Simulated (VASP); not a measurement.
The system is Nb3C.

```xyz
4
Lattice="3.9686 0.0000 0.0000 0.0000 3.9686 0.0000 0.0000 0.0000 3.9686" Properties=species:S:1:pos:R:3 pbc="T T T"
Nb    1.9843    1.9843    0.0000
Nb    1.9843    0.0000    1.9843
Nb    0.0000    1.9843    1.9843
C     0.0000    0.0000    0.0000
```

* Program: VASP 6.6.1
* Task: relaxation of cell and atoms
* Functional: PBE
* Potentials or basis: VASP PAW PBE potentials, release 64 (Nb_sv, C)
* Cutoff: 600 eV
* k mesh: 4 × 4 × 4
* Occupations: gaussian, width 0.1 eV
* Spin: no spin polarisation

At the start: pressure -10.7 GPa; volume 15.63 Å³/atom.

Task: How do energy, volume and symmetry change on relaxing?

Result: Over 3 steps the energy falls by 34.8 meV/atom and the volume is 14.66 Å³/atom (-6.2 %); space group Pm-3m (No. 221, to 0.05 Å).

The path:
| step | energy change (eV) | largest force (eV/Å) | pressure (GPa) | volume (Å³) |
| --- | --- | --- | --- | --- |
| 1 | 0.0000 | 0.0000 | -10.69 | 62.51 |
| 2 | 0.1533 | 0.0000 | 20.15 | 53.54 |
| 3 | -0.1392 | 0.0000 | -0.28 | 58.65 |

Final structure:
```yaml
crystal:
  lattice:
    - [3.88519, 0.00000, 0.00000]
    - [0.00000, 3.88519, 0.00000]
    - [0.00000, 0.00000, 3.88519]
  atoms:
    - { symbol: Nb, position: [0.50000, 0.50000, 0.00000] }
    - { symbol: Nb, position: [0.50000, 0.00000, 0.50000] }
    - { symbol: Nb, position: [0.00000, 0.50000, 0.50000] }
    - { symbol: C, position: [0.00000, 0.00000, 0.00000] }
```

Caveat: the k points lie up to 0.40 Å⁻¹ apart in the final cell.
